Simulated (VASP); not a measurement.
Input of a VASP 6.6.1 run:

INCAR

```
SYSTEM = AlRu
PREC = Accurate
ENCUT = 520
EDIFF = 1E-6
ISMEAR = 0
SIGMA = 0.1
LREAL = .FALSE.
LASPH = .TRUE.
NELM = 80
ALGO = Normal
ISIF = 2
LWAVE = .FALSE.
LCHARG = .FALSE.
GGA = PE
NBANDS = 44
```

KPOINTS

```
Automatic mesh
0
Gamma
  6 6 6
  0.5 0.5 0.5
```

The input POSCAR:

```
AlRu
1.0
   -3.0041768547      3.0041768547      3.0041768547
    3.0041768547     -3.0041768547      3.0041768547
    3.0041768547      3.0041768547     -3.0041768547
Al Ru
4 4
Direct
    0.0000000000      0.0000000000      0.0000000000
    0.5000000000      0.5000000000      0.0000000000
    0.5000000000      0.0000000000      0.5000000000
    0.0000000000      0.5000000000      0.5000000000
    0.5000000000      0.5000000000      0.5000000000
    0.0000000000      0.0000000000      0.5000000000
    0.0000000000      0.5000000000      0.0000000000
    0.5000000000      0.0000000000      0.0000000000
```

Potentials or basis: VASP PAW PBE potentials, release 64 (Al, Ru_pv).

The run is started by

```sh
$ cat potpaw_PBE.64/Al/POTCAR potpaw_PBE.64/Ru_pv/POTCAR > POTCAR
$ mpirun -np 1 vasp_std > vasp.out
```

(1) Estimate the band gap on the k mesh.

(2) Predict the pressure.

## Answers

(1) zero (band 34 reaches 11.52 eV, above the bottom of band 35 at 9.28 eV).

(2) -0.2 GPa.
